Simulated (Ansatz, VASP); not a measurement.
# TlBTe2: VASP beside Ansatz

```
Tl B Te
1.0
     3.93851    0.00000    0.00000
    -1.96925    3.41085    0.00000
     0.00000    0.00000    9.34374
Tl B Te
1 1 2
Direct
  0.33333 0.66667 0.50000
  0.00000 0.00000 0.50000
  0.33333 0.66667 0.86030
  0.33333 0.66667 0.13970
```

Alike in both runs: task single point; functional PBE; k mesh 12 × 12 × 6; no spin polarisation.

```csv
,VASP,Ansatz
version,VASP 6.6.1,Ansatz 0.2.0
potentials or method,"VASP PAW PBE potentials, release 64 (Tl_d, B, Te), cutoff 500 eV","scalar-relativistic, plane waves, PAW"
occupations,tetrahedron,tetrahedron-uncorrected
valence electrons in the cell,28,48
```

Ansatz gave:

```
gap on the k mesh at the Fermi level (eV)                     : none
pressure (GPa)                                                : 0.0
traceless stress, the component that is largest in VASP (GPa) : 0.23
rms of the force components (eV/Å)                            : 0.000
```

Question: Estimate VASP's values.

Answer: gap on the k mesh at the Fermi level (eV): none; pressure (GPa): 0.0; traceless stress, the component that is largest in VASP (GPa): 0.27; rms of the force components (eV/Å): 0.007.

Atom by atom the forces differ by 0.007 eV/Å (rms over components). A gap of «none» marks a metal or a gap that the smearing closes. VASP's potentials hold 28 valence electrons a cell and Ansatz's 48, so a difference there can come from the potentials and not from the codes. Ansatz's warnings: band table not solved further.

Neither program's run includes spin-orbit coupling.
